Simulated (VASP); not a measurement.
# AlN (F-43m) in VASP: single point with r2SCAN

Aim: the single point of AlN with r2SCAN.

Everything below comes from runs of VASP 6.6.1. Logs are shortened: lines on timing, memory, paths and dates and some standing lists are left out, and cuts for length are marked.

### Step 1. The cell of the first run

It takes space group F-43m (No. 216, cubic). Conventional cell: a = 4.545 Å, b = 4.545 Å, c = 4.545 Å, α = 90.00°, β = 90.00°, γ = 90.00°. Within 2.6 Å of Al (site symmetry -43m) lie 4 N at 1.97 Å. N (site symmetry -43m) has 4 Al at 1.97 Å within 2.6 Å.

### Step 2. Single point, r2SCAN (strain +4.0%)

The input, POSCAR:

```
AlN
1.0
    0.0000000000      2.2722714690      2.2722714690
    2.2722714690      0.0000000000      2.2722714690
    2.2722714690      2.2722714690      0.0000000000
Al N
1 1
Direct
    0.0000000000      0.0000000000      0.0000000000
    0.2500000000      0.2500000000      0.2500000000
```

The input, INCAR.step1:

```
PREC = Accurate ; ENCUT = 520
ISMEAR = 0 ; SIGMA = 0.01
LREAL = F ; LASPH = T
NELM = 60 ; NBANDS = 11
GGA = PE ; ALGO = Normal
EDIFF = 1E-4 ; LWAVE = T
LCHARG = F
```

The input, INCAR.step2:

```
PREC = Accurate ; ENCUT = 520
EDIFF = 1E-7 ; ISMEAR = 0
SIGMA = 0.01 ; LREAL = F
LASPH = T ; NELM = 60
ALGO = Normal ; ISIF = 2
LWAVE = F ; LCHARG = F
METAGGA = R2SCAN ; LMIXTAU = T
NBANDS = 11 ; ISTART = 1
```

The input, KPOINTS:

```
Automatic mesh
0
Gamma
  10 10 10
```

Potentials or basis: VASP PAW PBE potentials, release 64 (Al, N).

Run with:

```sh
$ cat potpaw_PBE.64/Al/POTCAR potpaw_PBE.64/N/POTCAR > POTCAR
$ cp INCAR.step1 INCAR
$ mpirun -np 1 vasp_std > vasp.out
$ cp INCAR.step2 INCAR
$ mpirun -np 1 vasp_std > vasp.out
```

OUTCAR:

```text
PREC = Accurate
   ENCUT = 520
   EDIFF = 1E-7
   ISMEAR = 0
   LREAL = F
   LASPH = T
   NELM = 60
   ISIF = 2
   METAGGA = R2SCAN
   ISTART = 1

 ion  position               nearest neighbor table
   1  0.000  0.000  0.000-   2 1.97   2 1.97   2 1.97   2 1.97
   2  0.250  0.250  0.250-   1 1.97   1 1.97   1 1.97   1 1.97

  LATTYP: Found a face centered cubic cell.
 ALAT       =     4.5445429380

  Lattice vectors:

 A1 = (   0.0000000000,   2.2722714690,   2.2722714690)
 A2 = (   2.2722714690,   0.0000000000,   2.2722714690)
 A3 = (   2.2722714690,   2.2722714690,   0.0000000000)

Analysis of symmetry for initial positions (statically):
=====================================================================
 Subroutine PRICEL returns:
 Original cell was already a primitive cell.

 Routine SETGRP: Setting up the symmetry group for a
 face centered cubic supercell.

 Subroutine GETGRP returns: Found 24 space group operations
 (whereof 24 operations were pure point group operations)
 out of a pool of 48 trial point group operations.

The static configuration has the point symmetry T_d .

Analysis of symmetry for dynamics (positions and initial velocities):
=====================================================================
 Subroutine PRICEL returns:
 Original cell was already a primitive cell.

 Routine SETGRP: Setting up the symmetry group for a
 face centered cubic supercell.

 Subroutine GETGRP returns: Found 24 space group operations
 (whereof 24 operations were pure point group operations)
 out of a pool of 48 trial point group operations.

The dynamic configuration has the point symmetry T_d .

 Subroutine INISYM returns: Found 24 space group operations
 (whereof 24 operations are pure point group operations),
 and found     1 'primitive' translations

----------------------------------------------------------------------------------------

                                     Primitive cell

  volume of cell :      23.4645

  direct lattice vectors                    reciprocal lattice vectors
     0.000000000  2.272271469  2.272271469    -0.220044131  0.220044131  0.220044131
     2.272271469  0.000000000  2.272271469     0.220044131 -0.220044131  0.220044131
     2.272271469  2.272271469  0.000000000     0.220044131  0.220044131 -0.220044131

  length of vectors
     3.213477129  3.213477129  3.213477129     0.381127614  0.381127614  0.381127614

  position of ions in fractional coordinates (direct lattice)
     0.000000000  0.000000000  0.000000000
     0.250000000  0.250000000  0.250000000

  ion indices of the primitive-cell ions
   primitive index   ion index
                 1           1
                 2           2

----------------------------------------------------------------------------------------

 KPOINTS: Automatic mesh

Automatic generation of k-mesh.
 Grid dimensions read from file:
 generate k-points for:   10   10   10

 Generating k-lattice:

  Cartesian coordinates                     Fractional coordinates (reciprocal lattice)
    -0.022004413  0.022004413  0.022004413     0.100000000  0.000000000  0.000000000
     0.022004413 -0.022004413  0.022004413     0.000000000  0.100000000  0.000000000
     0.022004413  0.022004413 -0.022004413     0.000000000  0.000000000  0.100000000

  Length of vectors
     0.038112761  0.038112761  0.038112761

  Shift w.r.t. Gamma in fractional coordinates (k-lattice)
     0.000000000  0.000000000  0.000000000

 Subroutine IBZKPT returns following result:
 ===========================================

 Found     47 irreducible k-points:

 Following reciprocal coordinates:
            Coordinates               Weight
  0.000000  0.000000  0.000000      1.000000
  0.100000  0.000000  0.000000      8.000000
  0.200000  0.000000  0.000000      8.000000
  0.300000  0.000000  0.000000      8.000000
  0.400000  0.000000  0.000000      8.000000
  0.500000  0.000000  0.000000      4.000000
[... 16 lines left out ...]
  0.300000  0.300000  0.000000      6.000000
  0.400000  0.300000  0.000000     24.000000
 [... further k-points ...]
   k-points           NKPTS =     47   k-points in BZ     NKDIM =     47   number of bands    NBANDS=     11
   number of dos      NEDOS =    301   number of ions     NIONS =      2
   total plane-waves  NPLWV =  13824
   dimension x,y,z NGX =    24 NGY =   24 NGZ =   24
   dimension x,y,z NGXF=    48 NGYF=   48 NGZF=   48
   ions per type =               1   1
   NGX,Y,Z   is equivalent  to a cutoff of  12.42, 12.42, 12.42 a.u.
   NGXF,Y,Z  is equivalent  to a cutoff of  24.83, 24.83, 24.83 a.u.
 SYSTEM =  unknown system
   PREC   = accura    normal or accurate (medium, high low for compatibility)
   ISTART =      1    job   : 0-new  1-cont  2-samecut
   ICHARG =      0    charge: 1-file 2-atom 10-const
   ISPIN  =      1    spin polarized calculation?
   LNONCOLLINEAR =      F non collinear calculations
   LSORBIT =      F    spin-orbit coupling
   LASPH  =      T    aspherical Exc in radial PAW
   ENCUT  =  520.0 eV  38.22 Ry    6.18 a.u.   5.97  5.97  5.97*2*pi/ulx,y,z
   NELM   =     60;   NELMIN=  2; NELMDL=  0     # of ELM steps
   EDIFF  = 0.1E-06   stopping-criterion for ELM
   LREAL  =      F    real-space projection
   EDIFFG = 0.1E-05   stopping-criterion for IOM
   NSW    =      0    number of steps for IOM
   IBRION =     -1    ionic relax: 0-MD 1-quasi-New 2-CG
   NFREE  =      0    steps in history (QN), initial steepest desc. (CG)
   ISIF   =      2    stress and relaxation
   ISYM   =      2    0-nonsym 1-usesym 2-fastsym
   POTIM  = 0.5000    time-step for ionic-motion
   TEBEG  =    0.0;   TEEND  =   0.0 temperature during run
   PSTRESS=    0.0 pullay stress
   NELECT =       8.0000    total number of electrons
   NUPDOWN=      -1.0000    fix difference up-down
   EMIN   =  10.00;   EMAX   =-10.00  energy-range for DOS
   EFERMI =   0.00;   METHOD = LEGACY
   ISMEAR =     0;   SIGMA  =   0.01  broadening in eV -4-tet -1-fermi 0-gaus
   EFERMI_NEDOS =   21; number of points for ismear=-14 and -15
   IALGO  =     38    algorithm
   IMIX   =      4    mixing-type and parameters
     AMIX     =   0.40;   BMIX     =  1.00
     AMIX_MAG =   1.60;   BMIX_MAG =  1.00
  volume/ion in A,a.u.               =      11.73        79.17
  Fermi-wavevector in a.u.,A,eV,Ry     =   1.143671  2.161226 17.796208  1.307984
  Thomas-Fermi vector in A             =   2.280366
   LORBIT       =      0    0 simple, 1 ext, 2 COOP (PROOUT), +10 PAW based schemes
   METAGGA = R2SCAN    functional components
   LHFCALC =     F    Hartree Fock is set to
   AEXX    =    0.0000 exact exchange contribution
   IVDW    =     0    specifies the selected vdW correction
   LEPSILON=     F    determine dielectric tensor
   LRPA    =     F    only Hartree local field effects (RPA)
 non-spin polarized calculation
 Gauss-broadening in eV      SIGMA  =   0.01
  energy-cutoff  :      520.00
  volume of cell :       23.46
 maximum number of plane-waves:       643
   NGX = 11   NGY = 11   NGZ = 11

 number of electron       7.9999999 magnetization

 Free energy of the ion-electron system (eV)
  ---------------------------------------------------
  ext. energy  EPLUGINS =         0.00000000
  ---------------------------------------------------
  free energy    TOTEN  =       -18.99920788 eV

  energy without entropy =      -18.99920788  energy(sigma->0) =      -18.99920788

 E-fermi :   4.8014     XC(G=0): -10.8923

 val. band max:        4.6388858701   @ k =   0.0000   0.0000   0.0000
 cond. band min:       8.4612030101   @ k =   0.0000   0.0000   0.0000
 fundamental gap:      3.8223171400
 Fermi energy:         4.8013525738

 k-point     1 :       0.0000    0.0000    0.0000
  band No.  band energies     occupation
      1     -10.4461      2.00000
      2       4.6389      2.00000
      3       4.6389      2.00000
      4       4.6389      2.00000
      5       8.4612      0.00000
      6      16.9800      0.00000
      7      16.9800      0.00000
      8      16.9800      0.00000
      9      22.2105      0.00000
     10      22.2105      0.00000
     11      23.6747      0.00000

 k-point     2 :       0.1000    0.0000    0.0000
  band No.  band energies     occupation
      1     -10.3197      2.00000
      2       3.8417      2.00000
      3       4.5883      2.00000
      4       4.5883      2.00000
      5       9.1477      0.00000
      6      16.6049      0.00000
      7      17.1061      0.00000
      8      17.1061      0.00000
      9      21.0705      0.00000
     10      21.0705      0.00000
     11      22.9172      0.00000

 k-point     3 :       0.2000    0.0000    0.0000
  band No.  band energies     occupation
      1      -9.9635      2.00000
      2       2.3169      2.00000
      3       4.4622      2.00000
      4       4.4622      2.00000
      5      10.3106      0.00000
      6      15.8504      0.00000
      7      17.0921      0.00000
      8      17.0921      0.00000
      9      20.5333      0.00000
     10      20.5333      0.00000
     11      22.0126      0.00000

 k-point     4 :       0.3000    0.0000    0.0000
  band No.  band energies     occupation
      1      -9.4584      2.00000
      2       0.8017      2.00000
      3       4.3174      2.00000
      4       4.3174      2.00000
      5      11.1911      0.00000
      6      15.1823      0.00000
      7      16.5525      0.00000
      8      16.5525      0.00000
      9      21.4714      0.00000
     10      21.4714      0.00000
     11      21.7286      0.00000
[... 239 lines left out ...]
 k-point    22 :      -0.2000    0.2000    0.0000
  band No.  band energies     occupation
      1      -9.2918      2.00000
      2       1.0661      2.00000
      3       3.0639      2.00000
      4       4.3821      2.00000
      5      12.0357      0.00000
      6      14.5302      0.00000
      7      15.9217      0.00000
      8      17.0753      0.00000
      9      19.5791      0.00000
     10      22.7979      0.00000
     11      25.6996      0.00000

 k-point    23 :       0.3000    0.3000    0.0000
  band No.  band energies     occupation
      1      -9.1403      2.00000
      2       1.2502      2.00000
      3       3.4684      2.00000
      4       3.4684      2.00000
      5      10.2161      0.00000
      6      14.3109      0.00000
      7      16.2927      0.00000
      8      18.8830      0.00000
      9      18.8830      0.00000
     10      24.8273      0.00000
     11      27.6178      0.00000

 k-point    24 :       0.4000    0.3000    0.0000
  band No.  band energies     occupation
      1      -8.7668      2.00000
      2       0.6889      2.00000
      3       3.0452      2.00000
      4       3.3116      2.00000
      5       9.9039      0.00000
      6      14.1894      0.00000
      7      16.5584      0.00000
      8      19.0005      0.00000
      9      19.4784      0.00000
     10      25.7066      0.00000
     11      27.3796      0.00000

 [... further k-points ...]
[... 5 lines left out ...]
  --------------------------------------------------------------------------------------
  -------------------------------------------------------------------------------------
  Total       -2.9396441     -2.9396441     -2.9396441      0.0000000     -0.0000000     -0.0000000
  in kB     -200.7218679   -200.7218679   -200.7218679      0.0000000     -0.0000000     -0.0000000
  external PRESSURE =    -200.7218679 kB  Pullay stress =       0.0000000 kB

 VOLUME and BASIS-vectors are now :
 -----------------------------------------------------------------------------
  energy-cutoff  :      520.00
  volume of cell :       23.46
      direct lattice vectors                 reciprocal lattice vectors
     0.000000000  2.272271469  2.272271469    -0.220044131  0.220044131  0.220044131
     2.272271469  0.000000000  2.272271469     0.220044131 -0.220044131  0.220044131
     2.272271469  2.272271469  0.000000000     0.220044131  0.220044131 -0.220044131

 POSITION                                       TOTAL-FORCE (eV/Angst)
 -----------------------------------------------------------------------------------
      0.00000      0.00000      0.00000        -0.000000     -0.000000     -0.000000
      1.13614      1.13614      1.13614         0.000000      0.000000      0.000000
 -----------------------------------------------------------------------------------
    total drift:                                0.000005      0.000005      0.000005

  FREE ENERGIE OF THE ION-ELECTRON SYSTEM (eV)
  ---------------------------------------------------
  free  energy   TOTEN  =       -18.9992078837 eV

  energy  without entropy=      -18.9992078837  energy(sigma->0) =      -18.99920788
```

Run time: 23 s. Hardware: 1 thread of Intel Xeon Platinum 8559C (Emerald Rapids), shared host; peak memory 0.14 GiB.

Results:

```
Free energy            : -18.9992 eV
Pressure               : -20.1 GPa
Band gap on the k mesh : 3.82 eV, direct
```

Caveat: the cell differs from its parent crystal (strain +4.0%); the PAW data sets were made with another functional, which shifts forces and pressure a little. A k mesh can miss the band edges.
